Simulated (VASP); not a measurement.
# K (P6/mmm) in VASP: a series of runs, part 2 of 2

VASP 6.6.1. Earlier steps stand in the parts before.

## Step 3: Single point, revPBE

INCAR

```
SYSTEM = K
ALGO = Normal
EDIFF = 1E-6
ENCUT = 520
GGA = RE
ISIF = 2
ISMEAR = -1
LASPH = .True.
LCHARG = .False.
LREAL = .False.
LWAVE = .False.
NBANDS = 20
NELM = 100
PREC = Accurate
SIGMA = 0.1
```

KPOINTS

```
k-points
0
Gamma
  6 6 8
  0 0 0
```

POSCAR

```
K
1.0
    7.7544294589      0.0000000000      0.0000000000
   -3.8772147295      6.7155329032      0.0000000000
    0.0000000000      0.0000000000      4.6221043706
K
3
Direct
    1.0000000000      0.0000000000      0.0000000000
    0.3333333333      0.6666666667      0.5000000000
    0.6666666667      0.3333333333      0.5000000000
```

Potentials or basis: VASP PAW PBE potentials, release 64 (K_sv).

The run is started by

```sh
$ cat potpaw_PBE.64/K_sv/POTCAR > POTCAR
$ mpirun -np 1 vasp_std > vasp.out
```

OUTCAR:

```text
SYSTEM = K
   EDIFF = 1E-6
   ENCUT = 520
   GGA = RE
   ISIF = 2
   ISMEAR = -1
   LASPH = .True.
   LREAL = .False.
   NELM = 100
   PREC = Accurate

 ion  position               nearest neighbor table
   1  0.000  0.000  0.000-
   2  0.333  0.667  0.500-
   3  0.667  0.333  0.500-

  LATTYP: Found a hexagonal cell.
 ALAT       =     7.7544294589
 C/A-ratio  =     0.5960598900

  Lattice vectors:

 A1 = (   7.7544294589,   0.0000000000,   0.0000000000)
 A2 = (  -3.8772147295,   6.7155329032,   0.0000000000)
 A3 = (   0.0000000000,   0.0000000000,   4.6221043706)

Analysis of symmetry for initial positions (statically):
=====================================================================
 Subroutine PRICEL returns:
 Original cell was already a primitive cell.

 Routine SETGRP: Setting up the symmetry group for a
 hexagonal supercell.

 Subroutine GETGRP returns: Found 24 space group operations
 (whereof 24 operations were pure point group operations)
 out of a pool of 24 trial point group operations.

[... 155 lines left out ...]

 Free energy of the ion-electron system (eV)
  ---------------------------------------------------
  ext. energy  EPLUGINS =         0.00000000
  ---------------------------------------------------
  free energy    TOTEN  =        -2.85274205 eV

  energy without entropy =       -2.76958291  energy(sigma->0) =       -2.81116248

 E-fermi :  -0.1886     XC(G=0):  -5.3305

 val. band max:       -0.2001884829   @ k =   0.1667   0.1667   0.0000
 cond. band min:      -0.1880784938   @ k =   0.1667   0.1667   0.0000
 fundamental gap:      0.0121099891
 Fermi energy:        -0.1885693909

 k-point     1 :       0.0000    0.0000    0.0000
  band No.  band energies     occupation
      1     -32.5140      2.00000
      2     -32.5104      2.00000
      3     -32.4260      2.00000
      4     -15.9790      2.00000
      5     -15.9790      2.00000
      6     -15.9437      2.00000
[... 541 lines left out ...]
     19       2.0197      0.00000
     20       2.7873      0.00000

 [... further k-points ...]
[... 5 lines left out ...]
  --------------------------------------------------------------------------------------
  -------------------------------------------------------------------------------------
  Total       -0.0033602     -0.0033602      0.0111522      0.0000000     -0.0000000      0.0000000
  in kB       -0.0223666     -0.0223666      0.0742335      0.0000000     -0.0000000      0.0000000
  external PRESSURE =       0.0098334 kB  Pullay stress =       0.0000000 kB

 VOLUME and BASIS-vectors are now :
 -----------------------------------------------------------------------------
  energy-cutoff  :      520.00
  volume of cell :      240.70
      direct lattice vectors                 reciprocal lattice vectors
     7.754429459  0.000000000  0.000000000     0.128958553  0.074454255  0.000000000
    -3.877214729  6.715532903  0.000000000     0.000000000  0.148908510  0.000000000
     0.000000000  0.000000000  4.622104371     0.000000000  0.000000000  0.216351670

 POSITION                                       TOTAL-FORCE (eV/Angst)
 -----------------------------------------------------------------------------------
      0.00000      0.00000      0.00000         0.000000      0.000000      0.000000
     -0.00000      4.47702      2.31105        -0.000000      0.000000      0.000000
      3.87721      2.23851      2.31105         0.000000      0.000000     -0.000000
 -----------------------------------------------------------------------------------
    total drift:                                0.000000     -0.000000      0.000000

  FREE ENERGIE OF THE ION-ELECTRON SYSTEM (eV)
  ---------------------------------------------------
  free  energy   TOTEN  =        -2.8527420518 eV

  energy  without entropy=       -2.7695829122  energy(sigma->0) =       -2.81116248
```

stdout:

```text
POSCAR found type information on POSCAR K
 POSCAR found :  1 types and       3 ions
 scaLAPACK will be used
 -----------------------------------------------------------------------------
|                                                                             |
|                                                                             |
|     You enforced a specific xc type in the INCAR file but a different       |
|     I HOPE YOU KNOW WHAT YOU ARE DOING!                                     |
|                                                                             |
 -----------------------------------------------------------------------------

 LDA part: xc-table for (Slater+PW92), standard interpolation
 POSCAR, INCAR and KPOINTS ok, starting setup
 FFT: planning ... GRIDC
 FFT: planning ... GRID_SOFT
 FFT: planning ... GRID
 WAVECAR not read
 entering main loop
```

Run time: 67 s. Hardware: 1 thread of Intel Xeon Platinum 8488C (Sapphire Rapids), shared host; peak memory 0.39 GiB.

Results:

- Free energy: -2.8527 eV
- Pressure: 0.0 GPa

Levels at points of the mesh, in eV from the Fermi level:
```csv
k point,band 10,band 11,band 12,band 13,band 14,band 15,band 16,band 17
"(0.00, 0.00, 0.00)",-15.68,-15.68,-15.67,-2.03,1.09,1.09,1.10,1.10
"(0.50, 0.00, 0.00)",-15.68,-15.68,-15.67,-1.12,-1.12,0.43,0.57,2.65
"(0.00, 0.00, 0.50)",-15.71,-15.68,-15.68,-0.23,-0.13,1.81,1.81,1.89
"(0.50, 0.00, 0.50)",-15.71,-15.68,-15.68,0.51,0.54,0.62,0.64,1.54
```

Caveat: the PAW data sets were made with another functional, which shifts forces and pressure a little.

## Step 4: Single point, revPBE (volume scaled by 1.04)

INCAR

```
SYSTEM = K
ALGO = Normal
EDIFF = 1E-6
ENCUT = 520
GGA = RE
ISIF = 2
ISMEAR = -1
LASPH = .TRUE.
LCHARG = .TRUE.
LELF = .TRUE.
LREAL = .FALSE.
LVHAR = .TRUE.
LWAVE = .FALSE.
NBANDS = 20
NELM = 100
PREC = Accurate
SIGMA = 0.1
```

KPOINTS

```
k-points
0
G
  6 6 8
  0 0 0
```

POSCAR

```
K
1.0
    7.8564731275      0.0000000000      0.0000000000
   -3.9282365638      6.8039053126      0.0000000000
    0.0000000000      0.0000000000      4.6829285085
K
3
Direct
    1.0000000000      0.0000000000      0.0000000000
    0.3333333333      0.6666666667      0.5000000000
    0.6666666667      0.3333333333      0.5000000000
```

Potentials or basis: VASP PAW PBE potentials, release 64 (K_sv).

The run is started by

```sh
$ cat potpaw_PBE.64/K_sv/POTCAR > POTCAR
$ mpirun -np 1 vasp_std > vasp.out
```

OUTCAR:

```text
SYSTEM = K
   EDIFF = 1E-6
   ENCUT = 520
   GGA = RE
   ISIF = 2
   ISMEAR = -1
   LASPH = .TRUE.
   LREAL = .FALSE.
   NELM = 100
   PREC = Accurate

 ion  position               nearest neighbor table
   1  0.000  0.000  0.000-
   2  0.333  0.667  0.500-
   3  0.667  0.333  0.500-

  LATTYP: Found a hexagonal cell.
 ALAT       =     7.8564731275
 C/A-ratio  =     0.5960598900

  Lattice vectors:

 A1 = (   7.8564731275,   0.0000000000,   0.0000000000)
 A2 = (  -3.9282365638,   6.8039053126,   0.0000000000)
[... 190 lines left out ...]
      4     -16.0774      2.00000
      5     -16.0774      2.00000
      6     -16.0465      2.00000
[... 541 lines left out ...]
     19       1.9351      0.00000
     20       2.6592      0.00000

 [... further k-points ...]
[... 5 lines left out ...]
  --------------------------------------------------------------------------------------
  -------------------------------------------------------------------------------------
  Total       -0.1779513     -0.1779513     -0.1570189      0.0000000     -0.0000000      0.0000000
  in kB       -1.1389593     -1.1389593     -1.0049840      0.0000000     -0.0000000      0.0000000
  external PRESSURE =      -1.0943009 kB  Pullay stress =       0.0000000 kB

 VOLUME and BASIS-vectors are now :
 -----------------------------------------------------------------------------
  energy-cutoff  :      520.00
  volume of cell :      250.32
      direct lattice vectors                 reciprocal lattice vectors
     7.856473128  0.000000000  0.000000000     0.127283577  0.073487207  0.000000000
    -3.928236564  6.803905313  0.000000000     0.000000000  0.146974415  0.000000000
     0.000000000  0.000000000  4.682928508     0.000000000  0.000000000  0.213541590

 POSITION                                       TOTAL-FORCE (eV/Angst)
 -----------------------------------------------------------------------------------
      0.00000      0.00000      0.00000        -0.000000      0.000000      0.000000
     -0.00000      4.53594      2.34146        -0.000000      0.000000      0.000000
      3.92824      2.26797      2.34146         0.000000      0.000000      0.000000
 -----------------------------------------------------------------------------------
    total drift:                                0.000000     -0.000000      0.000000

  FREE ENERGIE OF THE ION-ELECTRON SYSTEM (eV)
  ---------------------------------------------------
  free  energy   TOTEN  =        -2.8502450960 eV

  energy  without entropy=       -2.7656095275  energy(sigma->0) =       -2.80792731
```

stdout:

```text
POSCAR found type information on POSCAR K
 POSCAR found :  1 types and       3 ions
 scaLAPACK will be used
 -----------------------------------------------------------------------------
|                                                                             |
|                                                                             |
|     You enforced a specific xc type in the INCAR file but a different       |
|     I HOPE YOU KNOW WHAT YOU ARE DOING!                                     |
|                                                                             |
 -----------------------------------------------------------------------------

 LDA part: xc-table for (Slater+PW92), standard interpolation
 POSCAR, INCAR and KPOINTS ok, starting setup
 FFT: planning ... GRIDC
 FFT: planning ... GRID_SOFT
 FFT: planning ... GRID
 WAVECAR not read
 entering main loop
```

Run time: 84 s. Hardware: 1 thread of Intel Xeon Platinum 8488C (Sapphire Rapids), shared host; peak memory 0.4 GiB.

Results:

```
Free energy : -2.8502 eV
Pressure    : -0.1 GPa
```

Caveat: the PAW data sets were made with another functional, which shifts forces and pressure a little.

## Step 5: Summary

| cell | k mesh | gap on the mesh (eV) | pressure (GPa) |
| --- | --- | --- | --- |
| a = 7.754, b = 7.754, c = 4.622 Å, angles 90.0, 90.0, 120.0°, 3 atoms | 6 × 6 × 9 | none | 0.0 |
| a = 7.754, b = 7.754, c = 4.622 Å, angles 90.0, 90.0, 120.0°, 3 atoms | 6 × 6 × 8 | none | 0.0 |
| a = 7.856, b = 7.856, c = 4.683 Å, angles 90.0, 90.0, 120.0°, 3 atoms | 6 × 6 × 8 | none | -0.1 |

Alike in all rows: task single point; level revPBE; potentials or basis VASP PAW PBE potentials, release 64 (K_sv); no spin polarisation; cutoff (eV) 520; smearing fermi-dirac 0.1 eV.

Caveats: the PAW data sets were made with another functional, which shifts forces and pressure a little.

Total energies depend on the potentials used, so only differences within one code and one set of settings carry meaning.
